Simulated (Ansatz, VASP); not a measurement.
**C: VASP beside Ansatz**

```xyz
2
Lattice="0.0000 1.8102 1.8369 1.8102 0.0000 1.8369 1.8102 1.8102 0.0000" Properties=species:S:1:pos:R:3 pbc="T T T"
C     1.8102    1.8102    1.8369
C     2.7152    2.7152    2.7554
```

Change from the starting cell: strain +0.015 along x and y, +0.030 along z, atoms carried along.

Alike in both runs: task single point; functional r2SCAN; k mesh 12 × 12 × 12; occupations gaussian, width 0.05 eV; no spin polarisation.

|  | VASP | Ansatz |
| --- | --- | --- |
| version | VASP 6.6.1 | Ansatz 0.2.0 |
| potentials or method | VASP PAW PBE potentials, release 64 (C), cutoff 520 eV | scalar-relativistic, plane waves, PAW |
| valence electrons in the cell | 8 | 8 |

```tsv
	VASP	Ansatz	Ansatz less VASP
gap on the k mesh at the Fermi level (eV)	4.02	4.04	+0.027
least direct gap on the mesh (eV)	5.54	5.57	+0.040
pressure (GPa)	-25.0	-25.9	-0.88
traceless stress, the component that is largest in VASP (GPa)	-9.13	-9.14	-0.014
```

VASP's potentials were made for PBE, not for r2SCAN.
